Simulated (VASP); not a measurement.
# P (C2/c) in VASP: a series of runs, part 2 of 2

VASP 6.6.1. The steps go on from the part before.

### 3 Single point, LDA

This run uses another cell than the first one, of 15.69 Å³/atom.

Input file INCAR:

```
SYSTEM = P
PREC     = Accurate       ! precision mode
ENCUT    = 520            ! plane-wave cutoff, eV
EDIFF    = 1E-6           ! SCF threshold, eV
ISMEAR   = -1             ! smearing method
SIGMA    = 0.1            ! smearing width, eV
LREAL    = .False.        ! projectors in reciprocal space
LASPH    = .True.         ! aspherical terms in the spheres
NELM     = 80             ! most SCF steps
ALGO     = Normal         ! electronic algorithm
ISIF     = 2              ! what is computed and relaxed
LWAVE    = .False.        ! write WAVECAR
LCHARG   = .True.         ! write CHGCAR
GGA      = CA             ! functional
LELF     = .True.         ! ELF
LVHAR    = .True.       
ISYM     = 0            
NBANDS   = 12             ! bands
```

Input file KPOINTS:

```
regular mesh
0
Gamma
  13 13 9
  0 0 0
```

Input file POSCAR:

```
P
1.0
   -2.4078277435      2.7517846007      1.2630187737
    2.7517846007     -2.4078277435      1.2630187737
    2.3220418823      2.3220418823     -0.6330611597
P
2
Direct
    0.9754012375      0.0245987625      0.0000000000
    0.7745987625      0.2254012375      0.5000000000
```

Potentials or basis: VASP PAW LDA potentials, release 64 (P).

The run is started by

```sh
$ cat potpaw_LDA.64/P/POTCAR > POTCAR
$ mpirun -np 1 vasp_std > vasp.out
```

OUTCAR:

```text
SYSTEM = P
   PREC = Accurate
   ENCUT = 520
   EDIFF = 1E-6
   ISMEAR = -1
   LREAL = .False.
   LASPH = .True.
   NELM = 80
   ISIF = 2
   GGA = CA
   ISYM = 0

 ion  position               nearest neighbor table
   1  0.975  0.025  0.000-   2 2.22   2 2.22
   2  0.775  0.225  0.500-   1 2.22   1 2.22

IMPORTANT INFORMATION: All symmetrisations will be switched off!
NOSYMM: (Re-)initialisation of all symmetry stuff for point group C_1.

----------------------------------------------------------------------------------------

                                     Primitive cell

  volume of cell :      31.3875

  direct lattice vectors                    reciprocal lattice vectors
    -2.407827743  2.751784601  1.263018774    -0.044873888  0.148939123  0.381706935
     2.751784601 -2.407827743  1.263018774     0.148939123 -0.044873888  0.381706935
     2.322041882  2.322041882 -0.633061160     0.207620297  0.207620297 -0.056541064

  length of vectors
     3.868484116  3.868484116  3.344327053     0.412185288  0.412185288  0.299013824

  position of ions in fractional coordinates (direct lattice)
     0.975401238  0.024598762  0.000000000
     0.774598762  0.225401238  0.500000000

  ion indices of the primitive-cell ions
   primitive index   ion index
                 1           1
                 2           2

----------------------------------------------------------------------------------------

 KPOINTS: regular mesh

Automatic generation of k-mesh.
 Grid dimensions read from file:
 generate k-points for:   13   13    9

 Generating k-lattice:

  Cartesian coordinates                     Fractional coordinates (reciprocal lattice)
    -0.003451838  0.011456856  0.029362072     0.076923077 -0.000000000  0.000000000
     0.011456856 -0.003451838  0.029362072    -0.000000000  0.076923077  0.000000000
     0.023068922  0.023068922 -0.006282340     0.000000000  0.000000000  0.111111111

  Length of vectors
     0.031706561  0.031706561  0.033223758

  Shift w.r.t. Gamma in fractional coordinates (k-lattice)
     0.000000000  0.000000000  0.000000000

 Subroutine IBZKPT returns following result:
 ===========================================

 Found    761 irreducible k-points:

 Following reciprocal coordinates:
            Coordinates               Weight
  0.000000  0.000000  0.000000      1.000000
  0.076923 -0.000000  0.000000      2.000000
  0.000000 -0.076923 -0.000000      2.000000
  0.153846 -0.000000  0.000000      2.000000
  0.000000 -0.153846 -0.000000      2.000000
  0.230769 -0.000000  0.000000      2.000000
[... 16 lines left out ...]
  0.461538  0.076923  0.000000      2.000000
 -0.076923 -0.461538 -0.000000      2.000000
 [... further k-points ...]
   k-points           NKPTS =    761   k-points in BZ     NKDIM =    761   number of bands    NBANDS=     12
   number of dos      NEDOS =    301   number of ions     NIONS =      2
   total plane-waves  NPLWV =  25200
   dimension x,y,z NGX =    30 NGY =   30 NGZ =   28
   dimension x,y,z NGXF=    60 NGYF=   60 NGZF=   56
   ions per type =               2
   NGX,Y,Z   is equivalent  to a cutoff of  12.89, 12.89, 13.92 a.u.
   NGXF,Y,Z  is equivalent  to a cutoff of  25.78, 25.78, 27.84 a.u.
 SYSTEM =  P
   PREC   = accura    normal or accurate (medium, high low for compatibility)
   ISTART =      0    job   : 0-new  1-cont  2-samecut
   ICHARG =      2    charge: 1-file 2-atom 10-const
   ISPIN  =      1    spin polarized calculation?
   LNONCOLLINEAR =      F non collinear calculations
   LSORBIT =      F    spin-orbit coupling
   LASPH  =      T    aspherical Exc in radial PAW
   ENCUT  =  520.0 eV  38.22 Ry    6.18 a.u.   7.19  7.19  6.22*2*pi/ulx,y,z
   NELM   =     80;   NELMIN=  2; NELMDL= -5     # of ELM steps
   EDIFF  = 0.1E-05   stopping-criterion for ELM
   LREAL  =      F    real-space projection
   EDIFFG = 0.1E-04   stopping-criterion for IOM
   NSW    =      0    number of steps for IOM
   IBRION =     -1    ionic relax: 0-MD 1-quasi-New 2-CG
   NFREE  =      0    steps in history (QN), initial steepest desc. (CG)
   ISIF   =      2    stress and relaxation
   ISYM   =      0    0-nonsym 1-usesym 2-fastsym
   POTIM  = 0.5000    time-step for ionic-motion
   TEBEG  =    0.0;   TEEND  =   0.0 temperature during run
   PSTRESS=    0.0 pullay stress
   NELECT =      10.0000    total number of electrons
   NUPDOWN=      -1.0000    fix difference up-down
   EMIN   =  10.00;   EMAX   =-10.00  energy-range for DOS
   EFERMI =   0.00;   METHOD = LEGACY
   ISMEAR =    -1;   SIGMA  =   0.10  broadening in eV -4-tet -1-fermi 0-gaus
   EFERMI_NEDOS =   21; number of points for ismear=-14 and -15
   IALGO  =     38    algorithm
   IMIX   =      4    mixing-type and parameters
     AMIX     =   0.40;   BMIX     =  1.00
     AMIX_MAG =   1.60;   BMIX_MAG =  1.00
  volume/ion in A,a.u.               =      15.69       105.91
  Fermi-wavevector in a.u.,A,eV,Ry     =   1.118122  2.112944 17.009956  1.250197
  Thomas-Fermi vector in A             =   2.254750
   LORBIT       =      0    0 simple, 1 ext, 2 COOP (PROOUT), +10 PAW based schemes
   GGA     = CA    functional components
   LHFCALC =     F    Hartree Fock is set to
   AEXX    =    0.0000 exact exchange contribution
   IVDW    =     0    specifies the selected vdW correction
   LEPSILON=     F    determine dielectric tensor
   LRPA    =     F    only Hartree local field effects (RPA)
 non-spin polarized calculation
  energy-cutoff  :      520.00
  volume of cell :       31.39
 maximum number of plane-waves:       859
 NGX is ok and might be reduce to    30
   NGX = 15   NGY = 15   NGZ = 13

 number of electron      10.0000000 magnetization

 Free energy of the ion-electron system (eV)
  ---------------------------------------------------
  ext. energy  EPLUGINS =         0.00000000
  ---------------------------------------------------
  free energy    TOTEN  =       -11.82055640 eV

  energy without entropy =      -11.80188047  energy(sigma->0) =      -11.81121843

 E-fermi :   8.5982     XC(G=0): -11.0517

 val. band max:        8.5947105300   @ k =  -0.3077  -0.3077   0.1111
 cond. band min:       8.6007695283   @ k =   0.3846   0.0769  -0.1111
 fundamental gap:      0.0060589984
 Fermi energy:         8.5982056853

 k-point     1 :       0.0000    0.0000    0.0000
  band No.  band energies     occupation
      1      -7.5075      2.00000
      2       1.5393      2.00000
      3       3.6362      2.00000
      4       3.9692      2.00000
      5       8.9414      0.06260
      6      12.6570      0.00000
      7      13.4537      0.00000
      8      14.9695      0.00000
      9      15.3642      0.00000
     10      15.9877      0.00000
     11      16.6019      0.00000
     12      21.0538      0.00000

 k-point     2 :       0.0769   -0.0000    0.0000
  band No.  band energies     occupation
      1      -7.3769      2.00000
      2       1.5058      2.00000
      3       3.8735      2.00000
      4       4.0760      2.00000
      5       9.0617      0.01922
      6      11.2538      0.00000
      7      13.3890      0.00000
      8      13.8063      0.00000
      9      15.5652      0.00000
     10      16.8532      0.00000
     11      17.3027      0.00000
     12      22.1479      0.00000

 k-point     3 :       0.0000   -0.0769   -0.0000
  band No.  band energies     occupation
      1      -7.3769      2.00000
      2       1.5058      2.00000
      3       3.8735      2.00000
      4       4.0760      2.00000
      5       9.0617      0.01922
      6      11.2538      0.00000
      7      13.3890      0.00000
      8      13.8063      0.00000
      9      15.5652      0.00000
     10      16.8532      0.00000
     11      17.3027      0.00000
     12      22.1479      0.00000
[... 286 lines left out ...]
 k-point    23 :       0.4615    0.0769    0.0000
  band No.  band energies     occupation
      1      -3.5568      2.00000
      2       0.4257      2.00000
      3       2.7716      2.00000
      4       5.6653      2.00000
      5       6.6654      2.00000
      6       9.4846      0.00028
      7      11.5280      0.00000
      8      12.7165      0.00000
      9      15.3408      0.00000
     10      16.2404      0.00000
     11      17.3232      0.00000
     12      18.8627      0.00000

 k-point    24 :      -0.0769   -0.4615   -0.0000
  band No.  band energies     occupation
      1      -3.5568      2.00000
      2       0.4257      2.00000
      3       2.7716      2.00000
      4       5.6653      2.00000
      5       6.6654      2.00000
      6       9.4846      0.00028
      7      11.5280      0.00000
      8      12.7165      0.00000
      9      15.3408      0.00000
     10      16.2404      0.00000
     11      17.3232      0.00000
     12      18.8627      0.00000

 [... further k-points ...]

------------------------ aborting loop because EDIFF is reached ----------------------------------------

  FORCE on cell =-STRESS in cart. coord.  units (eV):
  Direction    XX          YY          ZZ          XY          YZ          ZX
  --------------------------------------------------------------------------------------
  -------------------------------------------------------------------------------------
  Total       -0.0608714     -0.0608689     -0.0005458     -0.0047400      0.0103871      0.0103895
  in kB       -3.1071851     -3.1070567     -0.0278601     -0.2419539      0.5302077      0.5303304
  external PRESSURE =      -2.0807006 kB  Pullay stress =       0.0000000 kB

 VOLUME and BASIS-vectors are now :
 -----------------------------------------------------------------------------
  energy-cutoff  :      520.00
  volume of cell :       31.39
      direct lattice vectors                 reciprocal lattice vectors
    -2.407827743  2.751784601  1.263018774    -0.044873888  0.148939123  0.381706935
     2.751784601 -2.407827743  1.263018774     0.148939123 -0.044873888  0.381706935
     2.322041882  2.322041882 -0.633061160     0.207620297  0.207620297 -0.056541064

 POSITION                                       TOTAL-FORCE (eV/Angst)
 -----------------------------------------------------------------------------------
     -2.28091      2.62486      1.26302         0.036902     -0.036902     -0.000000
     -0.08382      2.74982      0.94649        -0.036902      0.036902      0.000000
 -----------------------------------------------------------------------------------
    total drift:                                0.000000      0.000000     -0.000000

  FREE ENERGIE OF THE ION-ELECTRON SYSTEM (eV)
  ---------------------------------------------------
  free  energy   TOTEN  =       -11.8205563966 eV

  energy  without entropy=      -11.8018804690  energy(sigma->0) =      -11.81121843
```

Wall time 4.4 min (1 thread of Intel Xeon Platinum 8259CL at 2.50GHz (Skylake/Cascade Lake), shared host); peak memory 0.31 GiB.

What came out:

```yaml
Free_energy: -11.8206 eV
Pressure: -0.2 GPa
Largest_force: 0.052 eV/Å
Band_gap_on_the_k_mesh: zero (bands 5 and 6 overlap by 8.35 eV)
```

Forces in eV/Å, atoms in the order of the input:
```
P    0.037 -0.037  0.000
P   -0.037  0.037  0.000
```
